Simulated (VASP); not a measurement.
**Rh: single point with LDA**

Rh:

```xyz
2
Lattice="2.7845 0.0000 0.0000 -1.3923 2.4115 0.0000 0.0000 0.0000 4.5153" Properties=species:S:1:pos:R:3 pbc="T T T"
Rh    0.0000    1.6077    1.1288
Rh    1.3923    0.8038    3.3865
```

```yaml
Program: VASP 6.6.1
Task: single point
Functional: LDA
Potentials_or_basis: VASP PAW LDA potentials, release 64 (Rh_pv)
Cutoff: 520 eV
k_mesh: 11 × 11 × 6
Occupations: fermi-dirac, width 0.05 eV
Spin: no spin polarisation
Dipole_correction: no
Further_INCAR_settings: ALGO = Normal; EDIFF = 1e-06; NBANDS = 22
```

```json
{"Pressure": "-29.1 GPa", "Band gap on the k mesh": "zero (band 15 reaches 10.59 eV, above the bottom of band 16 at 8.57 eV)"}
```

Stress tensor (GPa, compression positive):
```
-28.62   0.00   0.00
  0.00 -28.62   0.00
  0.00   0.00 -30.21
```

Levels at points of the mesh, in eV from the Fermi level:
| k point | band 13 | band 14 | band 15 | band 16 | band 17 | band 18 |
| --- | --- | --- | --- | --- | --- | --- |
| (0.00, 0.00, 0.00) | -2.17 | -1.63 | -1.63 | 0.13 | 0.13 | 0.80 |
| (0.00, 0.00, 0.50) | -2.70 | -2.70 | -0.37 | -0.37 | -0.37 | -0.37 |

Wall time 19 s on 1 thread of Intel(R) Xeon(R) Platinum 8375C CPU @ 2.90GHz (Ice Lake), on a shared host, peak memory 0.16 GiB.
